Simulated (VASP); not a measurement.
# AlAs (F-43m) in VASP: a series of runs

Runs on AlAs. Level: PBEsol. Tasks: single point.

Everything below comes from runs of VASP 6.6.1. Logs are shortened: lines on timing, memory, paths and dates and some standing lists are left out, and cuts for length are marked.

**1. The cell of the first run**

Symmetry: F-43m, No. 216, cubic system. Conventional cell: a = 5.471 Å, b = 5.471 Å, c = 5.471 Å, α = 90.00°, β = 90.00°, γ = 90.00°. Within 3.1 Å of Al (site symmetry -43m) lie 4 As at 2.37 Å. As (site symmetry -43m) has 4 Al at 2.37 Å within 3.1 Å.

**2. Single point, PBEsol**

Input file INCAR:

```
SYSTEM = AlAs
PREC = Accurate
ENCUT = 500
EDIFF = 1E-6
ISMEAR = 0
SIGMA = 0.01
LREAL = .False.
LASPH = .True.
NELM = 120
ALGO = Normal
ISIF = 2
LWAVE = .False.
LCHARG = .True.
GGA = PS
LELF = .True.
LVHAR = .True.
NBANDS = 11
GGA_COMPAT = .False.
```

Input file KPOINTS:

```
Automatic mesh
0
Gamma
  8 8 8
  0 0 0
```

Input file POSCAR:

```
AlAs
1.0
    0.0000000000      2.7355102076      2.7355102076
    2.7355102076      0.0000000000      2.7355102076
    2.7355102076      2.7355102076      0.0000000000
Al As
1 1
Direct
    0.0000000000      0.0000000000      0.0000000000
    0.7500000000      0.7500000000      0.7500000000
```

Potentials or basis: VASP PAW PBE potentials, release 64 (Al, As).

Launch:

```console
$ cat potpaw_PBE.64/Al/POTCAR potpaw_PBE.64/As/POTCAR > POTCAR
$ mpirun -np 1 vasp_std > vasp.out
```

OUTCAR:

```text
SYSTEM = AlAs
   PREC = Accurate
   ENCUT = 500
   EDIFF = 1E-6
   ISMEAR = 0
   LREAL = .False.
   LASPH = .True.
   NELM = 120
   ISIF = 2
   GGA = PS

 ion  position               nearest neighbor table
   1  0.000  0.000  0.000-   2 2.37   2 2.37   2 2.37   2 2.37
   2  0.750  0.750  0.750-   1 2.37   1 2.37   1 2.37   1 2.37

  LATTYP: Found a face centered cubic cell.
 ALAT       =     5.4710204152

  Lattice vectors:

 A1 = (   0.0000000000,   2.7355102076,   2.7355102076)
 A2 = (   2.7355102076,   0.0000000000,   2.7355102076)
 A3 = (   2.7355102076,   2.7355102076,   0.0000000000)

Analysis of symmetry for initial positions (statically):
=====================================================================
 Subroutine PRICEL returns:
 Original cell was already a primitive cell.

 Routine SETGRP: Setting up the symmetry group for a
 face centered cubic supercell.

 Subroutine GETGRP returns: Found 24 space group operations
 (whereof 24 operations were pure point group operations)
 out of a pool of 48 trial point group operations.

The static configuration has the point symmetry T_d .

Analysis of symmetry for dynamics (positions and initial velocities):
=====================================================================
 Subroutine PRICEL returns:
 Original cell was already a primitive cell.

 Routine SETGRP: Setting up the symmetry group for a
 face centered cubic supercell.

 Subroutine GETGRP returns: Found 24 space group operations
 (whereof 24 operations were pure point group operations)
 out of a pool of 48 trial point group operations.

The dynamic configuration has the point symmetry T_d .

 Subroutine INISYM returns: Found 24 space group operations
 (whereof 24 operations are pure point group operations),
 and found     1 'primitive' translations

----------------------------------------------------------------------------------------

                                     Primitive cell

  volume of cell :      40.9397

  direct lattice vectors                    reciprocal lattice vectors
     0.000000000  2.735510208  2.735510208    -0.182781259  0.182781259  0.182781259
     2.735510208  0.000000000  2.735510208     0.182781259 -0.182781259  0.182781259
     2.735510208  2.735510208  0.000000000     0.182781259  0.182781259 -0.182781259

  length of vectors
     3.868595636  3.868595636  3.868595636     0.316586427  0.316586427  0.316586427

  position of ions in fractional coordinates (direct lattice)
     0.000000000  0.000000000  0.000000000
     0.750000000  0.750000000  0.750000000

  ion indices of the primitive-cell ions
   primitive index   ion index
                 1           1
                 2           2

----------------------------------------------------------------------------------------

 KPOINTS: Automatic mesh

Automatic generation of k-mesh.
 Grid dimensions read from file:
 generate k-points for:    8    8    8

 Generating k-lattice:

  Cartesian coordinates                     Fractional coordinates (reciprocal lattice)
    -0.022847657  0.022847657  0.022847657     0.125000000  0.000000000  0.000000000
     0.022847657 -0.022847657  0.022847657     0.000000000  0.125000000  0.000000000
     0.022847657  0.022847657 -0.022847657     0.000000000  0.000000000  0.125000000

  Length of vectors
     0.039573303  0.039573303  0.039573303

  Shift w.r.t. Gamma in fractional coordinates (k-lattice)
     0.000000000  0.000000000  0.000000000

 Subroutine IBZKPT returns following result:
 ===========================================

 Found     29 irreducible k-points:

 Following reciprocal coordinates:
            Coordinates               Weight
  0.000000  0.000000  0.000000      1.000000
  0.125000  0.000000  0.000000      8.000000
  0.250000  0.000000  0.000000      8.000000
  0.375000  0.000000  0.000000      8.000000
  0.500000  0.000000  0.000000      4.000000
  0.125000  0.125000  0.000000      6.000000
[... 16 lines left out ...]
  0.500000  0.250000  0.125000     48.000000
 -0.375000  0.250000  0.125000     24.000000
 [... further k-points ...]
   k-points           NKPTS =     29   k-points in BZ     NKDIM =     29   number of bands    NBANDS=     11
   number of dos      NEDOS =    301   number of ions     NIONS =      2
   total plane-waves  NPLWV =  21952
   dimension x,y,z NGX =    28 NGY =   28 NGZ =   28
   dimension x,y,z NGXF=    56 NGYF=   56 NGZF=   56
   ions per type =               1   1
   NGX,Y,Z   is equivalent  to a cutoff of  12.03, 12.03, 12.03 a.u.
   NGXF,Y,Z  is equivalent  to a cutoff of  24.06, 24.06, 24.06 a.u.
 SYSTEM =  AlAs
   PREC   = accura    normal or accurate (medium, high low for compatibility)
   ISTART =      0    job   : 0-new  1-cont  2-samecut
   ICHARG =      2    charge: 1-file 2-atom 10-const
   ISPIN  =      1    spin polarized calculation?
   LNONCOLLINEAR =      F non collinear calculations
   LSORBIT =      F    spin-orbit coupling
[... 62 lines left out ...]
      3       4.7147      2.00000
      4       4.7147      2.00000
      5       7.5190      0.00000
      6       9.1537      0.00000
      7       9.1537      0.00000
      8       9.1537      0.00000
      9      13.9077      0.00000
     10      13.9077      0.00000
     11      14.0154      0.00000

 k-point     2 :       0.1250    0.0000    0.0000
  band No.  band energies     occupation
      1      -7.6093      2.00000
      2       3.2473      2.00000
      3       4.5361      2.00000
      4       4.5361      2.00000
      5       8.0743      0.00000
      6       9.4642      0.00000
      7       9.4642      0.00000
      8       9.7539      0.00000
      9      13.2161      0.00000
     10      13.2161      0.00000
     11      14.7025      0.00000

 k-point     3 :       0.2500    0.0000    0.0000
  band No.  band energies     occupation
      1      -7.1198      2.00000
      2       1.1030      2.00000
      3       4.1886      2.00000
      4       4.1886      2.00000
      5       7.7053      0.00000
      6       9.7814      0.00000
      7       9.7814      0.00000
      8      11.7275      0.00000
      9      13.1344      0.00000
     10      13.1344      0.00000
     11      14.2836      0.00000

 k-point     4 :       0.3750    0.0000    0.0000
  band No.  band energies     occupation
      1      -6.4681      2.00000
      2      -0.6379      2.00000
      3       3.9147      2.00000
      4       3.9147      2.00000
      5       7.3247      0.00000
      6       9.5639      0.00000
      7       9.5639      0.00000
      8      12.5725      0.00000
      9      14.6104      0.00000
     10      14.6104      0.00000
     11      15.1012      0.00000

 k-point     5 :       0.5000    0.0000    0.0000
  band No.  band energies     occupation
      1      -6.1049      2.00000
      2      -1.3749      2.00000
      3       3.8159      2.00000
      4       3.8159      2.00000
      5       7.1886      0.00000
      6       9.4089      0.00000
      7       9.4089      0.00000
      8      12.4669      0.00000
      9      16.6686      0.00000
     10      16.6787      0.00000
     11      16.6787      0.00000
[... 211 lines left out ...]
 k-point    21 :       0.5000    0.5000    0.0000
  band No.  band energies     occupation
      1      -5.4497      2.00000
      2      -1.1096      2.00000
      3       2.2899      2.00000
      4       2.2899      2.00000
      5       5.8383      0.00000
      6       6.9226      0.00000
      7      15.7831      0.00000
      8      15.7831      0.00000
      9      17.5667      0.00000
     10      17.8940      0.00000
     11      17.8940      0.00000

 k-point    22 :       0.3750    0.2500    0.1250
  band No.  band energies     occupation
      1      -6.7067      2.00000
      2       0.7614      2.00000
      3       2.5122      2.00000
      4       3.6333      2.00000
      5       8.3489      0.00000
      6       9.4111      0.00000
      7      10.0540      0.00000
      8      11.6031      0.00000
      9      13.2702      0.00000
     10      15.6210      0.00000
     11      17.4163      0.00000

 k-point    23 :       0.5000    0.2500    0.1250
  band No.  band energies     occupation
      1      -6.1132      2.00000
      2      -0.4042      2.00000
      3       1.8836      2.00000
      4       3.1904      2.00000
      5       8.4748      0.00000
      6       9.3494      0.00000
      7      10.7495      0.00000
      8      11.8910      0.00000
      9      14.5344      0.00000
     10      15.7369      0.00000
     11      17.3421      0.00000

 k-point    24 :      -0.3750    0.2500    0.1250
  band No.  band energies     occupation
      1      -5.7941      2.00000
      2      -0.9793      2.00000
      3       1.7352      2.00000
      4       2.9766      2.00000
      5       8.4933      0.00000
      6       9.0401      0.00000
      7      11.7624      0.00000
      8      12.7083      0.00000
      9      13.4605      0.00000
     10      16.0553      0.00000
     11      17.5985      0.00000

 [... further k-points ...]

------------------------ aborting loop because EDIFF is reached ----------------------------------------

  FORCE on cell =-STRESS in cart. coord.  units (eV):
  Direction    XX          YY          ZZ          XY          YZ          ZX
  --------------------------------------------------------------------------------------
  -------------------------------------------------------------------------------------
  Total        2.6611388      2.6611388      2.6611388      0.0000000      0.0000000     -0.0000000
  in kB      104.1437205    104.1437205    104.1437205      0.0000000      0.0000000     -0.0000000
  external PRESSURE =     104.1437205 kB  Pullay stress =       0.0000000 kB

 VOLUME and BASIS-vectors are now :
 -----------------------------------------------------------------------------
  energy-cutoff  :      500.00
  volume of cell :       40.94
      direct lattice vectors                 reciprocal lattice vectors
     0.000000000  2.735510208  2.735510208    -0.182781259  0.182781259  0.182781259
     2.735510208  0.000000000  2.735510208     0.182781259 -0.182781259  0.182781259
     2.735510208  2.735510208  0.000000000     0.182781259  0.182781259 -0.182781259

 POSITION                                       TOTAL-FORCE (eV/Angst)
 -----------------------------------------------------------------------------------
      0.00000      0.00000      0.00000        -0.000000     -0.000000     -0.000000
      4.10327      4.10327      4.10327         0.000000      0.000000      0.000000
 -----------------------------------------------------------------------------------
    total drift:                               -0.000000     -0.000000     -0.000000

  FREE ENERGIE OF THE ION-ELECTRON SYSTEM (eV)
  ---------------------------------------------------
  free  energy   TOTEN  =        -9.9198646542 eV

  energy  without entropy=       -9.9198646542  energy(sigma->0) =       -9.91986465
```

It took 9.7 s on 1 thread of Intel Xeon 6975P-C, shared host; peak memory 0.16 GiB.

Results:

```yaml
Free_energy: -9.9199 eV
Pressure: 10.4 GPa
Band_gap_on_the_k_mesh: 1.12 eV, indirect (least direct gap 2.80 eV)
```

Levels at points of the mesh, in eV from the valence-band top:
```tsv
k point	band 2	band 3	band 4	band 5	band 6	band 7
(0.00, 0.00, 0.00)	0.00	0.00	0.00	2.80	4.44	4.44
(0.50, 0.00, 0.00)	-6.09	-0.90	-0.90	2.47	4.69	4.69
(0.50, 0.50, 0.00)	-5.82	-2.42	-2.42	1.12	2.21	11.07
```

Caveat: the PAW data sets were made with another functional, which shifts forces and pressure a little.

**3. Single point, PBEsol**

This run uses another cell than the first one, of 19.63 Å³/atom, 0.959 times its volume.

Input file INCAR:

```
SYSTEM = AlAs
PREC = Accurate ; ENCUT = 500
EDIFF = 1E-6 ; ISMEAR = 0
SIGMA = 0.01 ; LREAL = .FALSE.
LASPH = .TRUE. ; NELM = 120
ALGO = Normal ; ISIF = 2
LWAVE = .FALSE. ; LCHARG = .TRUE.
GGA = PS ; LELF = .TRUE.
LVHAR = .TRUE. ; NBANDS = 11
GGA_COMPAT = .FALSE.
```

Input file KPOINTS:

```
regular mesh
0
G
  8 8 8
  0 0 0
```

Input file POSCAR:

```
AlAs
1.0
    0.0000000000      2.6977534164      2.6977534164
    2.6977534164      0.0000000000      2.6977534164
    2.6977534164      2.6977534164      0.0000000000
Al As
1 1
Direct
    0.0000000000      0.0000000000      0.0000000000
    0.7500000000      0.7500000000      0.7500000000
```

Potentials or basis: VASP PAW PBE potentials, release 64 (Al, As).

Launch:

```console
$ cat potpaw_PBE.64/Al/POTCAR potpaw_PBE.64/As/POTCAR > POTCAR
$ mpirun -np 1 vasp_std > vasp.out
```

Run time: 10 s. Hardware: 1 thread of Intel Xeon 6975P-C, shared host; peak memory 0.16 GiB.

It converged, with:

* Free energy: -9.7853 eV
* Pressure: 15.5 GPa
* Band gap on the k mesh: 1.03 eV, indirect (least direct gap 3.15 eV)

Levels at points of the mesh, in eV from the valence-band top:
| k point | band 2 | band 3 | band 4 | band 5 | band 6 | band 7 |
| --- | --- | --- | --- | --- | --- | --- |
| (0.00, 0.00, 0.00) | 0.00 | 0.00 | 0.00 | 3.15 | 4.51 | 4.51 |
| (0.50, 0.00, 0.00) | -6.30 | -0.93 | -0.93 | 2.64 | 4.71 | 4.71 |
| (0.50, 0.50, 0.00) | -5.99 | -2.53 | -2.53 | 1.03 | 2.20 | 11.39 |

Caveat: the PAW data sets were made with another functional, which shifts forces and pressure a little. A hybrid or GW would open this gap; PBEsol tends to underestimate it.

**4. Single point, PBEsol**

This run uses another cell than the first one, of 21.73 Å³/atom, 1.062 times its volume.

Input file INCAR:

```
PREC     = Accurate       # precision mode
ENCUT    = 500            # plane-wave cutoff, eV
EDIFF    = 1E-6           # SCF threshold, eV
ISMEAR   = 0              # smearing method
SIGMA    = 0.01           # smearing width, eV
LREAL    = F              # projectors in reciprocal space
LASPH    = T              # aspherical terms in the spheres
NELM     = 120            # most SCF steps
ALGO     = Normal         # electronic algorithm
ISIF     = 2              # what is computed and relaxed
LWAVE    = F              # write WAVECAR
LCHARG   = F              # write CHGCAR
GGA      = PS             # functional
NBANDS   = 11             # bands
GGA_COMPAT= F
```

Input file KPOINTS:

```
Automatic mesh
0
Gamma
  8 8 8
```

Input file POSCAR:

```
AlAs
1.0
    0.0000000000      2.7906736339      2.7906736339
    2.7906736339      0.0000000000      2.7906736339
    2.7906736339      2.7906736339      0.0000000000
Al As
1 1
Direct
    0.0000000000      0.0000000000      0.0000000000
    0.7500000000      0.7500000000      0.7500000000
```

Launch:

```console
$ cat potpaw_PBE.64/Al/POTCAR potpaw_PBE.64/As/POTCAR > POTCAR
$ mpirun -np 1 vasp_std > vasp.out
```

Wall time 14 s (1 thread of Intel Xeon 6975P-C, shared host); peak memory 0.17 GiB.

The run converged. Its results:

| Property | Result |
| --- | --- |
| Free energy | -10.0339 eV |
| Pressure | 4.3 GPa |
| Band gap on the k mesh | 1.24 eV, indirect (least direct gap 2.32 eV) |

Levels at points of the mesh, in eV from the valence-band top:
```tsv
k point	band 2	band 3	band 4	band 5	band 6	band 7
(0.00, 0.00, 0.00)	0.00	0.00	0.00	2.32	4.34	4.34
(0.50, 0.00, 0.00)	-5.80	-0.86	-0.86	2.24	4.66	4.66
(0.50, 0.50, 0.00)	-5.60	-2.28	-2.28	1.24	2.22	10.61
```

Caveat: the PAW data sets were made with another functional, which shifts forces and pressure a little. Expect the measured gap to be larger: semilocal functionals such as PBEsol lack the derivative discontinuity.

**5. Single point, PBEsol**

This run uses another cell than the first one, of 21.06 Å³/atom, 1.029 times its volume.

Input file INCAR:

```
  PREC = Accurate
  ENCUT = 500
  EDIFF = 1E-6
  ISMEAR = 0
  SIGMA = 0.01
  LREAL = False
  LASPH = True
  NELM = 120
  ALGO = Normal
  ISIF = 2
  LWAVE = False
  LCHARG = False
  GGA = PS
  NBANDS = 11
  GGA_COMPAT = False
```

Input file KPOINTS:

```
regular mesh
0
Gamma
  8 8 8
```

Input file POSCAR:

```
AlAs
1.0
    0.0000000000      2.7613769572      2.7613769572
    2.7613769572      0.0000000000      2.7613769572
    2.7613769572      2.7613769572      0.0000000000
Al As
1 1
Direct
    0.0000000000      0.0000000000      0.0000000000
    0.7500000000      0.7500000000      0.7500000000
```

Launch:

```console
$ cat potpaw_PBE.64/Al/POTCAR potpaw_PBE.64/As/POTCAR > POTCAR
$ mpirun -np 1 vasp_std > vasp.out
```

It took 9.8 s on 1 thread of Intel Xeon 6975P-C, shared host; peak memory 0.16 GiB.

It converged, with:

| Item | Value |
| --- | --- |
| Free energy | -9.9847 eV |
| Pressure | 7.4 GPa |
| Band gap on the k mesh | 1.18 eV, indirect (least direct gap 2.57 eV) |

Levels at points of the mesh, in eV from the valence-band top:
```csv
k point,band 2,band 3,band 4,band 5,band 6,band 7
"(0.00, 0.00, 0.00)",0.00,0.00,0.00,2.57,4.39,4.39
"(0.50, 0.00, 0.00)",-5.95,-0.88,-0.88,2.36,4.68,4.68
"(0.50, 0.50, 0.00)",-5.71,-2.36,-2.36,1.18,2.21,10.85
```

Caveat: the PAW data sets were made with another functional, which shifts forces and pressure a little. A k mesh can miss the band edges.

**6. Single point, PBEsol**

This run uses another cell than the first one, of 22.54 Å³/atom, 1.101 times its volume.

Input file INCAR:

```
SYSTEM = AlAs
ALGO = Normal
EDIFF = 1E-6
ENCUT = 500
GGA = PS
GGA_COMPAT = .FALSE.
ISIF = 2
ISMEAR = 0
LASPH = .TRUE.
LCHARG = .FALSE.
LREAL = .FALSE.
LWAVE = .FALSE.
NBANDS = 11
NELM = 120
PREC = Accurate
SIGMA = 0.01
```

Input file KPOINTS:

```
k-points
0
G
  8 8 8
  0 0 0
```

Input file POSCAR:

```
AlAs
1.0
    0.0000000000      2.8246631342      2.8246631342
    2.8246631342      0.0000000000      2.8246631342
    2.8246631342      2.8246631342      0.0000000000
Al As
1 1
Direct
    0.0000000000      0.0000000000      0.0000000000
    0.7500000000      0.7500000000      0.7500000000
```

Potentials or basis: VASP PAW PBE potentials, release 64 (Al, As).

Launch:

```console
$ cat potpaw_PBE.64/Al/POTCAR potpaw_PBE.64/As/POTCAR > POTCAR
$ mpirun -np 1 vasp_std > vasp.out
```

Run time: 13 s. Hardware: 1 thread of Intel Xeon 6975P-C, shared host; peak memory 0.17 GiB.

It converged, with:

| Quantity | Value |
| --- | --- |
| Free energy | -10.0617 eV |
| Pressure | 1.3 GPa |
| Band gap on the k mesh | 1.31 eV, indirect (least direct gap 2.03 eV) |

Levels at points of the mesh, in eV from the valence-band top:
```csv
k point,band 2,band 3,band 4,band 5,band 6,band 7
"(0.00, 0.00, 0.00)",0.00,0.00,0.00,2.03,4.27,4.27
"(0.50, 0.00, 0.00)",-5.63,-0.83,-0.83,2.10,4.64,4.64
"(0.50, 0.50, 0.00)",-5.46,-2.20,-2.20,1.31,2.22,10.33
```

Caveat: the PAW data sets were made with another functional, which shifts forces and pressure a little.

**7. Overview**

```csv
cell,gap on the mesh (eV),pressure (GPa)
"a = 3.869 Å, angles 60.0°, 2 atoms",1.12,10.4
"a = 3.815 Å, angles 60.0°, 2 atoms",1.03,15.5
"a = 3.947 Å, angles 60.0°, 2 atoms",1.24,4.3
"a = 3.905 Å, angles 60.0°, 2 atoms",1.18,7.4
"a = 3.995 Å, angles 60.0°, 2 atoms",1.31,1.3
```

Alike in all rows: task single point; level PBEsol; potentials or basis VASP PAW PBE potentials, release 64 (Al, As); no spin polarisation; k mesh 8 × 8 × 8; cutoff (eV) 500; smearing gaussian 0.01 eV.

Caveats: the PAW data sets were made with another functional, which shifts forces and pressure a little.

Absolute energies hang on the potentials; compare differences alone.
